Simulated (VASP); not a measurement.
# SrO (Fm-3m) in VASP: settings compared

The runs below take SrO through single point, with PBE, r2SCAN.

All numbers are computed with VASP 6.6.1; they aren't measurements. Logs are shortened: lines on timing, memory, paths and dates and some standing lists are left out, and cuts for length are marked.

### Step 1. The cell of the first run

Symmetry: Fm-3m, No. 225, cubic system. Conventional cell: a = 4.962 Å, b = 4.962 Å, c = 4.962 Å, α = 90.00°, β = 90.00°, γ = 90.00°. Within 3.3 Å of Sr (site symmetry m-3m) lie 6 O at 2.48 Å. O (site symmetry m-3m) has 6 Sr at 2.48 Å within 3.3 Å.

### Step 2. Single point, PBE (strain -3.8%)

File INCAR:

```
  PREC = Accurate
  ENCUT = 520
  EDIFF = 1E-6
  ISMEAR = -1
  SIGMA = 0.02
  LREAL = F
  LASPH = T
  NELM = 100
  ALGO = Normal
  ISIF = 2
  LWAVE = F
  LCHARG = F
  GGA = PE
  NBANDS = 15
```

File KPOINTS:

```
Automatic mesh
0
Gamma
  8 8 8
```

File POSCAR:

```
SrO
1.0
    0.0000000000      2.4810824505      2.4810824505
    2.4810824505      0.0000000000      2.4810824505
    2.4810824505      2.4810824505      0.0000000000
Sr O
1 1
Direct
    0.0000000000      0.0000000000      0.0000000000
    0.5000000000      0.5000000000      0.5000000000
```

Potentials or basis: VASP PAW PBE potentials, release 64 (Sr_sv, O).

Launch:

```bash
$ cat potpaw_PBE.64/Sr_sv/POTCAR potpaw_PBE.64/O/POTCAR > POTCAR
$ mpirun -np 1 vasp_std > vasp.out
```

OUTCAR:

```text
PREC = Accurate
   ENCUT = 520
   EDIFF = 1E-6
   ISMEAR = -1
   LREAL = F
   LASPH = T
   NELM = 100
   ISIF = 2
   GGA = PE

 ion  position               nearest neighbor table
   1  0.000  0.000  0.000-   2 2.48   2 2.48   2 2.48   2 2.48   2 2.48   2 2.48
   2  0.500  0.500  0.500-   1 2.48   1 2.48   1 2.48   1 2.48   1 2.48   1 2.48

  LATTYP: Found a face centered cubic cell.
 ALAT       =     4.9621649010

  Lattice vectors:

 A1 = (   0.0000000000,   2.4810824505,   2.4810824505)
 A2 = (   2.4810824505,   0.0000000000,   2.4810824505)
 A3 = (   2.4810824505,   2.4810824505,   0.0000000000)

Analysis of symmetry for initial positions (statically):
=====================================================================
 Subroutine PRICEL returns:
 Original cell was already a primitive cell.

 Routine SETGRP: Setting up the symmetry group for a
 face centered cubic supercell.

 Subroutine GETGRP returns: Found 48 space group operations
 (whereof 48 operations were pure point group operations)
 out of a pool of 48 trial point group operations.

The static configuration has the point symmetry O_h .

Analysis of symmetry for dynamics (positions and initial velocities):
=====================================================================
 Subroutine PRICEL returns:
 Original cell was already a primitive cell.

 Routine SETGRP: Setting up the symmetry group for a
 face centered cubic supercell.

 Subroutine GETGRP returns: Found 48 space group operations
 (whereof 48 operations were pure point group operations)
 out of a pool of 48 trial point group operations.

The dynamic configuration has the point symmetry O_h .

 Subroutine INISYM returns: Found 48 space group operations
 (whereof 48 operations are pure point group operations),
 and found     1 'primitive' translations

----------------------------------------------------------------------------------------

                                     Primitive cell

  volume of cell :      30.5459

  direct lattice vectors                    reciprocal lattice vectors
     0.000000000  2.481082451  2.481082451    -0.201524943  0.201524943  0.201524943
     2.481082451  0.000000000  2.481082451     0.201524943 -0.201524943  0.201524943
     2.481082451  2.481082451  0.000000000     0.201524943  0.201524943 -0.201524943

  length of vectors
     3.508780451  3.508780451  3.508780451     0.349051441  0.349051441  0.349051441

  position of ions in fractional coordinates (direct lattice)
     0.000000000  0.000000000  0.000000000
     0.500000000  0.500000000  0.500000000

  ion indices of the primitive-cell ions
   primitive index   ion index
                 1           1
                 2           2

----------------------------------------------------------------------------------------

 KPOINTS: Automatic mesh

Automatic generation of k-mesh.
 Grid dimensions read from file:
 generate k-points for:    8    8    8

 Generating k-lattice:

  Cartesian coordinates                     Fractional coordinates (reciprocal lattice)
    -0.025190618  0.025190618  0.025190618     0.125000000  0.000000000  0.000000000
     0.025190618 -0.025190618  0.025190618     0.000000000  0.125000000  0.000000000
     0.025190618  0.025190618 -0.025190618     0.000000000  0.000000000  0.125000000

  Length of vectors
     0.043631430  0.043631430  0.043631430

  Shift w.r.t. Gamma in fractional coordinates (k-lattice)
     0.000000000  0.000000000  0.000000000

 Subroutine IBZKPT returns following result:
 ===========================================

 Found     29 irreducible k-points:

 Following reciprocal coordinates:
            Coordinates               Weight
  0.000000  0.000000  0.000000      1.000000
  0.125000  0.000000  0.000000      8.000000
  0.250000  0.000000  0.000000      8.000000
  0.375000  0.000000  0.000000      8.000000
  0.500000  0.000000  0.000000      4.000000
  0.125000  0.125000  0.000000      6.000000
[... 16 lines left out ...]
  0.500000  0.250000  0.125000     48.000000
 -0.375000  0.250000  0.125000     24.000000
 [... further k-points ...]
   k-points           NKPTS =     29   k-points in BZ     NKDIM =     29   number of bands    NBANDS=     15
   number of dos      NEDOS =    301   number of ions     NIONS =      2
   total plane-waves  NPLWV =  21952
   dimension x,y,z NGX =    28 NGY =   28 NGZ =   28
   dimension x,y,z NGXF=    56 NGYF=   56 NGZF=   56
   ions per type =               1   1
   NGX,Y,Z   is equivalent  to a cutoff of  13.27, 13.27, 13.27 a.u.
   NGXF,Y,Z  is equivalent  to a cutoff of  26.53, 26.53, 26.53 a.u.
 SYSTEM =  unknown system
   PREC   = accura    normal or accurate (medium, high low for compatibility)
   ISTART =      0    job   : 0-new  1-cont  2-samecut
   ICHARG =      2    charge: 1-file 2-atom 10-const
   ISPIN  =      1    spin polarized calculation?
   LNONCOLLINEAR =      F non collinear calculations
   LSORBIT =      F    spin-orbit coupling
   LASPH  =      T    aspherical Exc in radial PAW
   ENCUT  =  520.0 eV  38.22 Ry    6.18 a.u.   6.52  6.52  6.52*2*pi/ulx,y,z
   NELM   =    100;   NELMIN=  2; NELMDL= -5     # of ELM steps
   EDIFF  = 0.1E-05   stopping-criterion for ELM
   LREAL  =      F    real-space projection
   EDIFFG = 0.1E-04   stopping-criterion for IOM
   NSW    =      0    number of steps for IOM
   IBRION =     -1    ionic relax: 0-MD 1-quasi-New 2-CG
   NFREE  =      0    steps in history (QN), initial steepest desc. (CG)
   ISIF   =      2    stress and relaxation
   ISYM   =      2    0-nonsym 1-usesym 2-fastsym
   POTIM  = 0.5000    time-step for ionic-motion
   TEBEG  =    0.0;   TEEND  =   0.0 temperature during run
   PSTRESS=    0.0 pullay stress
   NELECT =      16.0000    total number of electrons
   NUPDOWN=      -1.0000    fix difference up-down
   EMIN   =  10.00;   EMAX   =-10.00  energy-range for DOS
   EFERMI =   0.00;   METHOD = LEGACY
   ISMEAR =    -1;   SIGMA  =   0.02  broadening in eV -4-tet -1-fermi 0-gaus
   EFERMI_NEDOS =   21; number of points for ismear=-14 and -15
   IALGO  =     38    algorithm
   IMIX   =      4    mixing-type and parameters
     AMIX     =   0.40;   BMIX     =  1.00
     AMIX_MAG =   1.60;   BMIX_MAG =  1.00
  volume/ion in A,a.u.               =      15.27       103.07
  Fermi-wavevector in a.u.,A,eV,Ry     =   1.319665  2.493805 23.694752  1.741515
  Thomas-Fermi vector in A             =   2.449547
   LORBIT       =      0    0 simple, 1 ext, 2 COOP (PROOUT), +10 PAW based schemes
   GGA     = PE    functional components
   LHFCALC =     F    Hartree Fock is set to
   AEXX    =    0.0000 exact exchange contribution
   IVDW    =     0    specifies the selected vdW correction
   LEPSILON=     F    determine dielectric tensor
   LRPA    =     F    only Hartree local field effects (RPA)
 non-spin polarized calculation
  energy-cutoff  :      520.00
  volume of cell :       30.55
 maximum number of plane-waves:       869
 NGX is ok and might be reduce to    28
   NGX = 13   NGY = 13   NGZ = 13

 number of electron      16.0000004 magnetization

 Free energy of the ion-electron system (eV)
  ---------------------------------------------------
  ext. energy  EPLUGINS =         0.00000000
  ---------------------------------------------------
  free energy    TOTEN  =       -11.83535576 eV

  energy without entropy =      -11.83535576  energy(sigma->0) =      -11.83535576

 E-fermi :   2.6861     XC(G=0): -10.5428

 val. band max:        2.2048162140   @ k =   0.5000   0.5000   0.0000
 cond. band min:       5.3764531614   @ k =   0.5000   0.5000   0.0000
 fundamental gap:      3.1716369473
 Fermi energy:         2.6861056021

 k-point     1 :       0.0000    0.0000    0.0000
  band No.  band energies     occupation
      1     -29.8457      2.00000
      2     -13.0201      2.00000
      3     -11.3452      2.00000
      4     -11.3452      2.00000
      5     -11.3452      2.00000
      6       2.2042      2.00000
      7       2.2042      2.00000
      8       2.2042      2.00000
      9       7.0042      0.00000
     10       8.6326      0.00000
     11       8.6326      0.00000
     12       8.6326      0.00000
     13      11.0526      0.00000
     14      11.0526      0.00000
     15      15.4328      0.00000

 k-point     2 :       0.1250    0.0000    0.0000
  band No.  band energies     occupation
      1     -29.8141      2.00000
      2     -13.4045      2.00000
      3     -11.3606      2.00000
      4     -11.3606      2.00000
      5     -11.0333      2.00000
      6       1.7244      2.00000
      7       1.9629      2.00000
      8       1.9629      2.00000
      9       7.7379      0.00000
     10       8.4821      0.00000
     11       8.9776      0.00000
     12       8.9776      0.00000
     13      11.5400      0.00000
     14      11.5400      0.00000
     15      16.5469      0.00000

 k-point     3 :       0.2500    0.0000    0.0000
  band No.  band energies     occupation
      1     -29.7367      2.00000
      2     -14.0689      2.00000
      3     -11.3969      2.00000
      4     -11.3969      2.00000
      5     -10.5455      2.00000
      6       0.8207      2.00000
      7       1.4492      2.00000
      8       1.4492      2.00000
      9       8.4868      0.00000
     10       9.3459      0.00000
     11       9.9192      0.00000
     12       9.9192      0.00000
     13      12.7428      0.00000
     14      12.7428      0.00000
     15      18.8527      0.00000

 k-point     4 :       0.3750    0.0000    0.0000
  band No.  band energies     occupation
      1     -29.6575      2.00000
      2     -14.5869      2.00000
      3     -11.4323      2.00000
      4     -11.4323      2.00000
      5     -10.2047      2.00000
      6       0.0925      2.00000
      7       1.0055      2.00000
      8       1.0055      2.00000
      9       8.9111      0.00000
     10      10.9098      0.00000
     11      11.0896      0.00000
     12      11.0896      0.00000
     13      14.2046      0.00000
     14      14.2046      0.00000
     15      19.1564      0.00000
[... 307 lines left out ...]
 k-point    22 :       0.3750    0.2500    0.1250
  band No.  band energies     occupation
      1     -29.6806      2.00000
      2     -14.1062      2.00000
      3     -11.7104      2.00000
      4     -11.4799      2.00000
      5     -10.6147      2.00000
      6       0.5988      2.00000
      7       1.3848      2.00000
      8       1.9514      2.00000
      9       7.3839      0.00000
     10       9.5959      0.00000
     11      10.9140      0.00000
     12      11.3906      0.00000
     13      12.9006      0.00000
     14      13.9388      0.00000
     15      20.1599      0.00000

 k-point    23 :       0.5000    0.2500    0.1250
  band No.  band energies     occupation
      1     -29.6178      2.00000
      2     -14.3187      2.00000
      3     -11.8577      2.00000
      4     -11.5884      2.00000
      5     -10.5493      2.00000
      6       0.5505      2.00000
      7       1.1161      2.00000
      8       1.6909      2.00000
      9       7.9882      0.00000
     10      10.0609      0.00000
     11      11.8851      0.00000
     12      11.9075      0.00000
     13      14.2212      0.00000
     14      15.3192      0.00000
     15      17.8276      0.00000

 k-point    24 :      -0.3750    0.2500    0.1250
  band No.  band energies     occupation
      1     -29.5915      2.00000
      2     -14.4043      2.00000
      3     -11.8875      2.00000
      4     -11.6703      2.00000
      5     -10.5192      2.00000
      6       0.4940      2.00000
      7       1.2444      2.00000
      8       1.3727      2.00000
      9       8.9592      0.00000
     10       9.3592      0.00000
     11      12.3786      0.00000
     12      12.4384      0.00000
     13      14.8082      0.00000
     14      16.2705      0.00000
     15      16.9263      0.00000

 [... further k-points ...]
[... 5 lines left out ...]
  --------------------------------------------------------------------------------------
  -------------------------------------------------------------------------------------
  Total        3.2036132      3.2036132      3.2036132     -0.0000000      0.0000000      0.0000000
  in kB      168.0339631    168.0339631    168.0339631     -0.0000000      0.0000000      0.0000000
  external PRESSURE =     168.0339631 kB  Pullay stress =       0.0000000 kB

 VOLUME and BASIS-vectors are now :
 -----------------------------------------------------------------------------
  energy-cutoff  :      520.00
  volume of cell :       30.55
      direct lattice vectors                 reciprocal lattice vectors
     0.000000000  2.481082451  2.481082451    -0.201524943  0.201524943  0.201524943
     2.481082451  0.000000000  2.481082451     0.201524943 -0.201524943  0.201524943
     2.481082451  2.481082451  0.000000000     0.201524943  0.201524943 -0.201524943

 POSITION                                       TOTAL-FORCE (eV/Angst)
 -----------------------------------------------------------------------------------
      0.00000      0.00000      0.00000        -0.000000      0.000000     -0.000000
      2.48108      2.48108      2.48108         0.000000      0.000000      0.000000
 -----------------------------------------------------------------------------------
    total drift:                                0.000000      0.000000      0.000000

  FREE ENERGIE OF THE ION-ELECTRON SYSTEM (eV)
  ---------------------------------------------------
  free  energy   TOTEN  =       -11.8353557567 eV

  energy  without entropy=      -11.8353557567  energy(sigma->0) =      -11.83535576
```

Run time: 9.9 s. Hardware: 1 thread of Intel Xeon 6975P-C (Granite Rapids), shared host; peak memory 0.16 GiB.

Results:

| Quantity | Value |
| --- | --- |
| Free energy | -11.8354 eV |
| Pressure | 16.8 GPa |
| Band gap on the k mesh | 3.17 eV, direct |

Caveat: the cell differs from its parent crystal (strain -3.8%). A k mesh can miss the band edges.

### Step 3. Single point, r2SCAN (strain -3.8%)

POSCAR is that of step 2.

File INCAR.step1:

```
SYSTEM = SrO
PREC = Accurate
ENCUT = 520
ISMEAR = 0
SIGMA = 0.01
LREAL = .False.
LASPH = .True.
NELM = 100
NBANDS = 15
GGA = PE
ALGO = Normal
EDIFF = 1E-4
LWAVE = .True.
LCHARG = .False.
```

File INCAR.step2:

```
SYSTEM = SrO
PREC = Accurate
ENCUT = 520
EDIFF = 1E-6
ISMEAR = 0
SIGMA = 0.01
LREAL = .False.
LASPH = .True.
NELM = 100
ALGO = Normal
ISIF = 2
LWAVE = .False.
LCHARG = .True.
METAGGA = R2SCAN
LMIXTAU = .True.
LELF = .True.
LVHAR = .True.
NBANDS = 15
ISTART = 1
```

File KPOINTS:

```
Automatic mesh
0
Gamma
  8 8 8
  0 0 0
```

Potentials or basis: VASP PAW PBE potentials, release 64 (Sr_sv, O).

Launch:

```bash
$ cat potpaw_PBE.64/Sr_sv/POTCAR potpaw_PBE.64/O/POTCAR > POTCAR
$ cp INCAR.step1 INCAR
$ mpirun -np 1 vasp_std > vasp.out
$ cp INCAR.step2 INCAR
$ mpirun -np 1 vasp_std > vasp.out
```

It took 39 s on 1 thread of Intel Xeon 6975P-C (Granite Rapids), shared host; peak memory 0.17 GiB.

The run converged. Its results:

- Free energy: -26.8840 eV
- Pressure: 15.2 GPa
- Band gap on the k mesh: 3.65 eV, direct

Levels at points of the mesh, in eV from the valence-band top:
```
           k point  band 5  band 6  band 7  band 8  band 9  band 10  band 11  band 12
(0.00, 0.00, 0.00)  -14.01   -0.01   -0.01   -0.01    5.51     7.00     7.00     7.00
(0.50, 0.00, 0.00)  -12.90   -2.33   -1.37   -1.37    7.59    10.00    10.11    10.11
(0.50, 0.50, 0.00)  -14.52   -0.20    0.00    0.00    3.65     9.39    11.64    12.15
```

Caveat: the cell differs from its parent crystal (strain -3.8%); the PAW data sets were made with another functional, which shifts forces and pressure a little. A k mesh can miss the band edges.
